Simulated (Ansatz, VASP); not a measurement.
**C in VASP and in Ansatz**

INCAR

```
ALGO     = Normal         # electronic algorithm
EDIFF    = 1E-6           # SCF threshold, eV
EDIFFG   = -0.01          # ionic threshold
ENCUT    = 600            # plane-wave cutoff, eV
GGA      = PE             # functional
IBRION   = 2              # ionic algorithm
ISIF     = 3              # what is computed and relaxed
ISMEAR   = 0              # smearing method
LASPH    = True           # aspherical terms in the spheres
LCHARG   = False          # write CHGCAR
LREAL    = False          # projectors in reciprocal space
LWAVE    = False          # write WAVECAR
NELM     = 100            # most SCF steps
NSW      = 100            # ionic steps
PREC     = Accurate       # precision mode
SIGMA    = 0.02           # smearing width, eV
```

File KPOINTS:

```
k-points
0
Gamma
  6 6 6
```

File POSCAR:

```
C
1.0
    2.0946691292     -3.8186840298      0.0000000000
    2.0946691292      3.8186840298      0.0000000000
    0.0000000000      0.0000000000      4.5805359550
C
12
Direct
    0.5908838596      0.7830632003      0.3380307947
    0.7830632003      0.5908838596      0.6619692053
    0.7169367997      0.9091161404      0.6619692053
    0.9091161404      0.7169367997      0.3380307947
    0.4091161404      0.2169367997      0.6619692053
    0.2169367997      0.4091161404      0.3380307947
    0.2830632003      0.0908838596      0.3380307947
    0.0908838596      0.2830632003      0.6619692053
    0.5650611518      0.0650611518      0.1572012264
    0.0650611518      0.5650611518      0.8427987736
    0.4349388482      0.9349388482      0.8427987736
    0.9349388482      0.4349388482      0.1572012264
```

Input for Ansatz:

```yaml
crystal:
  lattice:
    - [2.0946691292, -3.8186840298, 0.0]
    - [2.0946691292, 3.8186840298, 0.0]
    - [0.0, 0.0, 4.580535955]
  atoms:
    - { symbol: C, position: [0.5908838596, 0.7830632003, 0.3380307947] }
    - { symbol: C, position: [0.7830632003, 0.5908838596, 0.6619692053] }
    - { symbol: C, position: [0.7169367997, 0.9091161404, 0.6619692053] }
    - { symbol: C, position: [0.9091161404, 0.7169367997, 0.3380307947] }
    - { symbol: C, position: [0.4091161404, 0.2169367997, 0.6619692053] }
    - { symbol: C, position: [0.2169367997, 0.4091161404, 0.3380307947] }
    - { symbol: C, position: [0.2830632003, 0.0908838596, 0.3380307947] }
    - { symbol: C, position: [0.0908838596, 0.2830632003, 0.6619692053] }
    - { symbol: C, position: [0.5650611518, 0.0650611518, 0.1572012264] }
    - { symbol: C, position: [0.0650611518, 0.5650611518, 0.8427987736] }
    - { symbol: C, position: [0.4349388482, 0.9349388482, 0.8427987736] }
    - { symbol: C, position: [0.9349388482, 0.4349388482, 0.1572012264] }
basis:
  ecutwfc: 420
kpoints:
  mp_grid: { grid: [6, 6, 6] }
hamiltonian:
  xc: pbe
scf:
  occupations: { method: gaussian, width: 0.02 }
output:
  forces: true
  stress: true
  eigenvalues: true
relax:
  adjacent_minimum: "off"
  f_tol: 0.01
  max_steps: 80
  cell: { stress_tol: 0.05 }
```

Alike in both runs: task relaxation of cell and atoms; functional PBE; k mesh 6 × 6 × 6; occupations gaussian, width 0.02 eV; no spin polarisation.

|  | VASP | Ansatz |
| --- | --- | --- |
| version | VASP 6.6.1 | Ansatz 0.2.0 |
| potentials or method | VASP PAW PBE potentials, release 64 (C), cutoff 600 eV | scalar-relativistic, plane waves, PAW |
| valence electrons in the cell | 48 | 48 |

|  | VASP | Ansatz | Ansatz less VASP |
| --- | --- | --- | --- |
| gap on the k mesh at the Fermi level, each at its own relaxed structure (eV) | 2.93 | 2.95 | +0.020 |
| relaxed volume (Å³/atom) | 6.11 | 6.11 | +0.001 |
| relaxed length of the cell vector where the two differ most in proportion (Å) | 4.355 | 4.355 | +0.0002 |
